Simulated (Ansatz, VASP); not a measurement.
**Two plane-wave programs on Ga4O**

```
Ga O
1.0
    -2.45724    2.45724    3.49277
     2.45724   -2.45724    3.49277
     2.45724    2.45724   -3.49277
Ga O
4 1
Direct
  0.71217 0.71217 0.00000
  0.50005 0.00005 0.50000
  0.00005 0.50005 0.50000
  0.28779 0.28779 0.00000
  0.99995 0.99995 0.00000
```

Alike in both runs: functional PBE; k mesh 6 × 6 × 6; occupations gaussian, width 0.1 eV; no spin polarisation.

Ansatz relaxed the structure, and its values are those at the end. VASP's run is a single point on that final structure, the one shown.

```csv
,VASP,Ansatz
version,VASP 6.6.1,Ansatz 0.2.0
potentials or method,"VASP PAW PBE potentials, release 64 (Ga_d, O), cutoff 520 eV","scalar-relativistic, plane waves, PAW"
valence electrons in the cell,58,58
```

Ansatz gave:

- gap on the k mesh at the Fermi level (eV): none
- pressure (GPa): -0.1
- rms of the force components (eV/Å): 0.004

Question: Which values does VASP return?

Answer: gap on the k mesh at the Fermi level (eV): none; pressure (GPa): 0.1; rms of the force components (eV/Å): 0.012.

A gap of «none» marks a metal or a gap that the smearing closes. With one functional, cell and mesh, what is left measures potentials, basis and numerics.
